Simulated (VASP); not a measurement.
# Ta6N7 (a cell with a defect) in VASP: single point with PBE

Aim: the single point of Ta6N7 (a cell with a defect) with PBE.

All numbers are computed with VASP 6.6.1; they aren't measurements. Logs are shortened: lines on timing, memory, paths and dates and some standing lists are left out, and cuts for length are marked.

## 1. The cell of the first run

The cell holds a defect, 13 atoms: a = 5.226 Å, b = 5.226 Å, c = 5.845 Å, α = 90.00°, β = 90.00°, γ = 120.00°.

## 2. Single point, PBE (with an interstitial atom, then relaxed in part)

Contents of INCAR:

```
SYSTEM = Ta6N7
PREC = Accurate ; ENCUT = 520
EDIFF = 1E-7 ; ISMEAR = 0
SIGMA = 0.1 ; LREAL = .False.
LASPH = .True. ; NELM = 100
ALGO = Normal ; ISIF = 2
LWAVE = .False. ; LCHARG = .False.
GGA = PE ; NBANDS = 62
```

Contents of KPOINTS:

```
Automatic mesh
0
Gamma
  5 5 4
  0 0 0.5
```

Contents of POSCAR:

```
Ta6N7
1.0
   -2.6129454175     -4.5257542204      0.0000000000
   -2.6129454174      4.5257542204      0.0000000000
    0.0000000000      0.0000000000     -5.8452939249
Ta N
6 7
Direct
    0.6723737891      0.3434460138      0.2493146646
    0.6663787911      0.3299605085      0.7493248825
    0.3282887161      0.6714173859      0.2493164827
    0.3342976980      0.6639348379      0.7493263949
    1.0003108702      0.0004553185      0.4911334301
    1.0003268255      0.0004669133      0.0074956329
    0.5925033362      0.6058134904      0.4901582133
    0.5925193882      0.6058255017      0.0084942420
    0.4081398372      0.0136438528      0.4901694698
    0.4081337315      0.0136365332      0.0084810380
    0.0003307906      0.3848098891      0.4920397327
    0.0003298075      0.3848043245      0.0065959697
    0.0003250933      0.7498391171      0.7493171394
```

Potentials or basis: VASP PAW PBE potentials, release 64 (Ta_pv, N).

Started as:

```bash
$ cat potpaw_PBE.64/Ta_pv/POTCAR potpaw_PBE.64/N/POTCAR > POTCAR
$ mpirun -np 1 vasp_std > vasp.out
```

OUTCAR:

```text
SYSTEM = Ta6N7
   PREC = Accurate
   ENCUT = 520
   EDIFF = 1E-7
   ISMEAR = 0
   LREAL = .False.
   LASPH = .True.
   NELM = 100
   ISIF = 2
   GGA = PE

 ion  position               nearest neighbor table
   1  0.672  0.343  0.249-  10 2.12   9 2.12   8 2.15   7 2.15  12 2.15  11 2.15   2 2.92   2 2.92
                             3 2.97   3 3.04   3 3.04   5 3.29   6 3.29   5 3.35   6 3.35   6 3.35
   2  0.666  0.330  0.749-  13 2.01   9 2.15  10 2.15  12 2.21  11 2.21   7 2.25   8 2.25   1 2.92
                             1 2.92   4 3.01   4 3.01   4 3.02   6 3.36   5 3.36   6 3.37   5 3.37
   3  0.328  0.671  0.249-   8 2.12   7 2.12  10 2.15   9 2.15  11 2.15  12 2.15   4 2.92   4 2.92
                             1 2.97   1 3.04   1 3.04   6 3.29   5 3.29   6 3.35   5 3.35   5 3.35
   4  0.334  0.664  0.749-  13 2.01   7 2.15   8 2.15  12 2.21  11 2.21  10 2.25   9 2.25   3 2.92
                             3 2.92   2 3.01   2 3.01   2 3.02   6 3.36   5 3.36   5 3.37   6 3.37
   5  0.000  0.000  0.491-  13 2.00  11 2.01   7 2.10   9 2.10   6 2.83   6 3.02   1 3.29   3 3.29
                             1 3.35   3 3.35   3 3.35   1 3.35   2 3.36   4 3.36   4 3.37   2 3.37
   6  0.000  0.000  0.007-  13 2.00  12 2.01  10 2.10   8 2.10   5 2.83   5 3.02   3 3.29   1 3.29
                             1 3.35   3 3.35   3 3.35   1 3.35   2 3.36   4 3.36   4 3.37   2 3.37
   7  0.593  0.606  0.490-   5 2.10   3 2.12   1 2.15   4 2.15   2 2.25
   8  0.593  0.606  0.008-   6 2.10   3 2.12   1 2.15   4 2.15   2 2.25
   9  0.408  0.014  0.490-   5 2.10   1 2.12   3 2.15   2 2.15   4 2.25
  10  0.408  0.014  0.008-   6 2.10   1 2.12   3 2.15   2 2.15   4 2.25
  11  0.000  0.385  0.492-   5 2.01   1 2.15   3 2.15   2 2.21   4 2.21
  12  0.000  0.385  0.007-   6 2.01   1 2.15   3 2.15   2 2.21   4 2.21
  13  0.000  0.750  0.749-   6 2.00   5 2.00   2 2.01   4 2.01

  LATTYP: Found a hexagonal cell.
 ALAT       =     5.2258908349
 C/A-ratio  =     1.1185258379

  Lattice vectors:

 A1 = (  -2.6129454175,  -4.5257542204,   0.0000000000)
 A2 = (  -2.6129454174,   4.5257542204,   0.0000000000)
 A3 = (   0.0000000000,   0.0000000000,  -5.8452939249)

Analysis of symmetry for initial positions (statically):
=====================================================================
 Subroutine PRICEL returns:
 Original cell was already a primitive cell.

 Routine SETGRP: Setting up the symmetry group for a
 hexagonal supercell.

 Subroutine GETGRP returns: Found  1 space group operations
 (whereof  1 operations were pure point group operations)
 out of a pool of 24 trial point group operations.

The static configuration has the point symmetry C_1 .

Analysis of symmetry for dynamics (positions and initial velocities):
=====================================================================
 Subroutine PRICEL returns:
 Original cell was already a primitive cell.

 Routine SETGRP: Setting up the symmetry group for a
 hexagonal supercell.

 Subroutine GETGRP returns: Found  1 space group operations
 (whereof  1 operations were pure point group operations)
 out of a pool of 24 trial point group operations.

The dynamic configuration has the point symmetry C_1 .

 Subroutine INISYM returns: Found  1 space group operations
 (whereof  1 operations are pure point group operations),
 and found     1 'primitive' translations

----------------------------------------------------------------------------------------

                                     Primitive cell

  volume of cell :     138.2476

  direct lattice vectors                    reciprocal lattice vectors
    -2.612945418 -4.525754220  0.000000000    -0.191354935 -0.110478823  0.000000000
    -2.612945417  4.525754220  0.000000000    -0.191354935  0.110478823  0.000000000
     0.000000000  0.000000000 -5.845293925     0.000000000  0.000000000 -0.171077796

  length of vectors
     5.225890835  5.225890835  5.845293925     0.220957646  0.220957646  0.171077796

  position of ions in fractional coordinates (direct lattice)
     0.672373789  0.343446014  0.249314665
     0.666378791  0.329960509  0.749324882
     0.328288716  0.671417386  0.249316483
     0.334297698  0.663934838  0.749326395
     0.000310870  0.000455319  0.491133430
     0.000326825  0.000466913  0.007495633
     0.592503336  0.605813490  0.490158213
     0.592519388  0.605825502  0.008494242
     0.408139837  0.013643853  0.490169470
     0.408133732  0.013636533  0.008481038
[... 27 lines left out ...]

 Generating k-lattice:

  Cartesian coordinates                     Fractional coordinates (reciprocal lattice)
    -0.038270987 -0.022095765  0.000000000     0.200000000  0.000000000  0.000000000
    -0.038270987  0.022095765  0.000000000    -0.000000000  0.200000000  0.000000000
     0.000000000  0.000000000 -0.042769449     0.000000000  0.000000000  0.250000000

  Length of vectors
     0.044191529  0.044191529  0.042769449

  Shift w.r.t. Gamma in fractional coordinates (k-lattice)
     0.000000000  0.000000000  0.500000000

 Subroutine IBZKPT returns following result:
 ===========================================

 Found     50 irreducible k-points:

 Following reciprocal coordinates:
            Coordinates               Weight
  0.000000  0.000000  0.125000      2.000000
  0.200000 -0.000000  0.125000      2.000000
 -0.000000  0.200000  0.125000      2.000000
 -0.200000  0.200000  0.125000      2.000000
 -0.200000  0.000000  0.125000      2.000000
  0.000000 -0.200000  0.125000      2.000000
[... 16 lines left out ...]
 -0.400000 -0.200000  0.125000      2.000000
  0.200000  0.400000  0.125000      2.000000
 [... further k-points ...]
   k-points           NKPTS =     50   k-points in BZ     NKDIM =     50   number of bands    NBANDS=     62
   number of dos      NEDOS =    301   number of ions     NIONS =     13
   total plane-waves  NPLWV =  76800
   dimension x,y,z NGX =    40 NGY =   40 NGZ =   48
   dimension x,y,z NGXF=    80 NGYF=   80 NGZF=   96
   ions per type =               6   7
   NGX,Y,Z   is equivalent  to a cutoff of  12.72, 12.72, 13.65 a.u.
   NGXF,Y,Z  is equivalent  to a cutoff of  25.45, 25.45, 27.30 a.u.
 SYSTEM =  Ta6N7
   PREC   = accura    normal or accurate (medium, high low for compatibility)
   ISTART =      0    job   : 0-new  1-cont  2-samecut
   ICHARG =      2    charge: 1-file 2-atom 10-const
   ISPIN  =      1    spin polarized calculation?
   LNONCOLLINEAR =      F non collinear calculations
   LSORBIT =      F    spin-orbit coupling
   LASPH  =      T    aspherical Exc in radial PAW
   ENCUT  =  520.0 eV  38.22 Ry    6.18 a.u.   9.72  9.72 10.87*2*pi/ulx,y,z
   NELM   =    100;   NELMIN=  2; NELMDL= -5     # of ELM steps
   EDIFF  = 0.1E-06   stopping-criterion for ELM
   LREAL  =      F    real-space projection
   EDIFFG = 0.1E-05   stopping-criterion for IOM
   NSW    =      0    number of steps for IOM
   IBRION =     -1    ionic relax: 0-MD 1-quasi-New 2-CG
   NFREE  =      0    steps in history (QN), initial steepest desc. (CG)
   ISIF   =      2    stress and relaxation
   ISYM   =      2    0-nonsym 1-usesym 2-fastsym
   POTIM  = 0.5000    time-step for ionic-motion
   TEBEG  =    0.0;   TEEND  =   0.0 temperature during run
   PSTRESS=    0.0 pullay stress
   NELECT =     101.0000    total number of electrons
   NUPDOWN=      -1.0000    fix difference up-down
   EMIN   =  10.00;   EMAX   =-10.00  energy-range for DOS
   EFERMI =   0.00;   METHOD = LEGACY
   ISMEAR =     0;   SIGMA  =   0.10  broadening in eV -4-tet -1-fermi 0-gaus
   EFERMI_NEDOS =   21; number of points for ismear=-14 and -15
   IALGO  =     38    algorithm
   IMIX   =      4    mixing-type and parameters
     AMIX     =   0.40;   BMIX     =  1.00
     AMIX_MAG =   1.60;   BMIX_MAG =  1.00
  volume/ion in A,a.u.               =      10.63        71.76
  Fermi-wavevector in a.u.,A,eV,Ry     =   1.474448  2.786302 29.579016  2.173996
  Thomas-Fermi vector in A             =   2.589218
   LORBIT       =      0    0 simple, 1 ext, 2 COOP (PROOUT), +10 PAW based schemes
   GGA     = PE    functional components
   LHFCALC =     F    Hartree Fock is set to
   AEXX    =    0.0000 exact exchange contribution
   IVDW    =     0    specifies the selected vdW correction
   LEPSILON=     F    determine dielectric tensor
   LRPA    =     F    only Hartree local field effects (RPA)
 non-spin polarized calculation
 Gauss-broadening in eV      SIGMA  =   0.10
  energy-cutoff  :      520.00
  volume of cell :      138.25
 maximum number of plane-waves:      3735
   NGX = 19   NGY = 19   NGZ = 21

 number of electron     101.0000001 magnetization

 Free energy of the ion-electron system (eV)
  ---------------------------------------------------
  ext. energy  EPLUGINS =         0.00000000
  ---------------------------------------------------
  free energy    TOTEN  =      -141.97132589 eV

  energy without entropy =     -141.95862312  energy(sigma->0) =     -141.96497450

 E-fermi :   7.8513     XC(G=0): -13.1575

 val. band max:        7.8068553547   @ k =  -0.2000  -0.2000   0.3750
 cond. band min:       7.8637044543   @ k =  -0.4000   0.4000   0.1250
 fundamental gap:      0.0568490996
 Fermi energy:         7.8513065918

 k-point     1 :       0.0000    0.0000    0.1250
  band No.  band energies     occupation
      1     -27.9354      2.00000
      2     -27.7593      2.00000
      3     -27.7183      2.00000
      4     -27.6508      2.00000
      5     -27.5456      2.00000
      6     -27.5023      2.00000
[... 1549 lines left out ...]
     61      11.7045      0.00000
     62      12.0792      0.00000

 [... further k-points ...]
[... 5 lines left out ...]
  --------------------------------------------------------------------------------------
  -------------------------------------------------------------------------------------
  Total       13.7441339     13.5732175     16.6983853      0.1442909     -0.0003080      0.0002501
  in kB      159.2833231    157.3025408    193.5206917      1.6722138     -0.0035697      0.0028980
  external PRESSURE =     170.0355186 kB  Pullay stress =       0.0000000 kB

 VOLUME and BASIS-vectors are now :
 -----------------------------------------------------------------------------
  energy-cutoff  :      520.00
  volume of cell :      138.25
      direct lattice vectors                 reciprocal lattice vectors
    -2.612945418 -4.525754220  0.000000000    -0.191354935 -0.110478823  0.000000000
    -2.612945417  4.525754220  0.000000000    -0.191354935  0.110478823  0.000000000
     0.000000000  0.000000000 -5.845293925     0.000000000  0.000000000 -0.171077796

 POSITION                                       TOTAL-FORCE (eV/Angst)
 -----------------------------------------------------------------------------------
     -2.65428     -1.48865     -1.45732        -0.002234     -0.004665     -0.001926
     -2.60338     -1.52255     -4.38002         0.050609     -0.005948      0.000987
     -2.61218      1.55292     -1.45733         0.006429     -0.001096     -0.001719
     -2.60833      1.49186     -4.38003        -0.018282     -0.047196      0.001159
     -0.00200      0.00065     -2.87082        -0.012189      0.019046      0.060643
     -0.00207      0.00063     -0.04381        -0.010620      0.019187     -0.061860
     -3.13114      0.06024     -2.86512         0.000770     -0.005493     -0.003930
     -3.13121      0.06022     -0.04965         0.001472     -0.005277      0.005349
     -1.10210     -1.78539     -2.86518         0.004401     -0.004049     -0.003007
     -1.10206     -1.78540     -0.04957         0.003475     -0.004221      0.004399
     -1.00635      1.74006     -2.87612        -0.012215      0.021163     -0.009130
     -1.00633      1.74004     -0.03856        -0.013010      0.021763      0.009078
     -1.96014      3.39212     -4.37998         0.001395     -0.003215     -0.000043
 -----------------------------------------------------------------------------------
    total drift:                               -0.000056      0.000014     -0.000155

  FREE ENERGIE OF THE ION-ELECTRON SYSTEM (eV)
  ---------------------------------------------------
  free  energy   TOTEN  =      -141.9713258871 eV

  energy  without entropy=     -141.9586231225  energy(sigma->0) =     -141.96497450
```

Run time: 10 min. Hardware: 1 thread of Intel Xeon Platinum 8488C (Sapphire Rapids), shared host; peak memory 0.44 GiB.

Results:

| Property | Result |
| --- | --- |
| Free energy | -141.9713 eV |
| Pressure | 17.0 GPa |
| Largest force | 0.066 eV/Å |
| Band gap on the k mesh | zero (an odd number of electrons rules out a gap without spin polarisation) |

Forces on the atoms (eV/Å):
```
Ta  -0.002 -0.005 -0.002
Ta   0.051 -0.006  0.001
Ta   0.006 -0.001 -0.002
Ta  -0.018 -0.047  0.001
Ta  -0.012  0.019  0.061
Ta  -0.011  0.019 -0.062
N    0.001 -0.005 -0.004
N    0.001 -0.005  0.005
N    0.004 -0.004 -0.003
N    0.003 -0.004  0.004
N   -0.012  0.021 -0.009
N   -0.013  0.022  0.009
N    0.001 -0.003  0.000
```

Stress tensor (GPa, compression positive):
```
15.93  0.17  0.00
 0.17 15.73  0.00
 0.00  0.00 19.35
```

Caveat: the cell differs from its parent crystal (with an interstitial atom, then relaxed in part); spin-orbit coupling is left out, which moves the levels of the heavy elements; an odd number of electrons without spin polarisation forces a metal; a magnetic or distorted state may lie lower.

The gap in the log of VASP goes by the Fermi energy; the results here count the filled bands.